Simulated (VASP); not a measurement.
**NaI: single point with PBE**

Crystal: NaI.

```
Na I
1.0
     0.00000    3.13931    3.13931
     3.13931    0.00000    3.13931
     3.13931    3.13931    0.00000
Na I
1 1
Direct
  0.00000 0.00000 0.00000
  0.50000 0.50000 0.50000
```

This cell differs from its parent crystal: strain -0.030 along x and y, -0.030 along z.

```yaml
Program: VASP 6.6.1
Task: single point
Functional: PBE
Potentials_or_basis: VASP PAW PBE potentials, release 64 (Na_pv, I)
Cutoff: 520 eV
k_mesh: 6 × 6 × 6
Occupations: gaussian, width 0.05 eV
Spin: no spin polarisation
Dipole_correction: no
Further_INCAR_settings: ALGO = Normal; EDIFF = 1e-07; NBANDS = 14
```

```yaml
Pressure: 2.4 GPa
Band_gap_on_the_k_mesh: 3.90 eV
```

Levels at points of the mesh, in eV from the valence-band top:
```
           k point  band 3  band 4  band 5  band 6  band 7  band 8  band 9  band 10  band 11  band 12
(0.00, 0.00, 0.00)  -22.35  -11.28    0.00    0.00    0.00    3.90    7.92     7.92     7.92     9.89
(0.50, 0.00, 0.00)  -22.35  -10.86   -2.53   -0.34   -0.34    5.11    7.52     7.52     9.42    10.53
(0.50, 0.50, 0.00)  -22.36  -10.76   -2.22   -0.88   -0.88    4.56    5.37    10.47    11.86    11.86
```

Run time: 39 s on 1 thread of AMD EPYC 7R13, on a shared host, peak memory 0.17 GiB.

Caveat: the cell differs from its parent crystal (strain -0.030 along x and y, -0.030 along z); spin-orbit coupling is left out, which moves the levels of the heavy elements.
